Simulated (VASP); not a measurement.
Wanted: the native input for a VASP 6.6.1 run.

| Item | Value |
| --- | --- |
| Task | relaxation of cell and atoms |
| Functional | PBE |
| Potentials or basis | VASP PAW PBE potentials, release 64 (B, Bi_d, Br) |
| Cutoff | 600 eV |
| k mesh | 4 × 4 × 4 |
| Occupations | gaussian, width 0.1 eV |
| Spin | no spin polarisation |
| Dipole correction | no |
| Further INCAR settings | ALGO = Normal; EDIFF = 1e-06; IBRION = 2; EDIFFG = -0.04; NSW = 90; ISIF = 3 |

The structure of Bi2B3Br lies in POSCAR:

```
Bi2B3Br
1.0
    4.7749944800      0.0000000000      0.0000000000
    0.0000000000      4.7749944800      0.0000000000
    0.0000000000      0.0000000000      6.1178720800
B Bi Br
3 2 1
Direct
    0.0000000000      0.0000000000      0.8739997500
    0.0000000000      0.0000000000      0.1260002500
    0.0000000000      0.0000000000      0.5000000000
    0.0000000000      0.5000000000      0.0000000000
    0.5000000000      0.0000000000      0.0000000000
    0.5000000000      0.5000000000      0.0000000000
```

The cell was generated, and may not be a known phase.

One way to write it, as run:

INCAR

```
SYSTEM = Bi2B3Br
ALGO     = Normal         ! electronic algorithm
EDIFF    = 1E-6           ! SCF threshold, eV
EDIFFG   = -0.04          ! ionic threshold
ENCUT    = 600            ! plane-wave cutoff, eV
GGA      = PE             ! functional
IBRION   = 2              ! ionic algorithm
ISIF     = 3              ! what is computed and relaxed
ISMEAR   = 0              ! smearing method
LASPH    = .True.         ! aspherical terms in the spheres
LCHARG   = .False.        ! write CHGCAR
LREAL    = .False.        ! projectors in reciprocal space
LWAVE    = .False.        ! write WAVECAR
NELM     = 100            ! most SCF steps
NSW      = 90             ! ionic steps
PREC     = Accurate       ! precision mode
SIGMA    = 0.1            ! smearing width, eV
```

KPOINTS

```
k-points
0
Gamma
  4 4 4
  0 0 0
```

Potentials or basis: VASP PAW PBE potentials, release 64 (B, Bi_d, Br).

Launch:

```console
$ cat potpaw_PBE.64/B/POTCAR potpaw_PBE.64/Bi_d/POTCAR potpaw_PBE.64/Br/POTCAR > POTCAR
$ mpirun -np 1 vasp_std > vasp.out
```

It gave:

The relaxed volume is 25.99 Å³/atom, the relaxed cell is a = 5.775 Å, b = 5.775 Å, c = 4.675 Å, α = 90.00°, β = 90.00°, γ = 90.00° and the space group after relaxing (to 0.1 Å) is P4/mmm (No. 123). The energy gained by relaxing is 1923.4 meV/atom. The ionic steps are 14, the pressure after relaxing is 0.0 GPa and the band gap on the k mesh is zero (bands 23 and 24 overlap by 1.75 eV).

Caveat: a cell axis changed by over 15 % at a fixed basis, so the end point is rough; spin-orbit coupling is left out, which moves the levels of the heavy elements.

Wall time 12 min on 1 thread of Oxide Virtual Turin-like Processor, with other jobs on the host, peak memory 0.29 GiB.
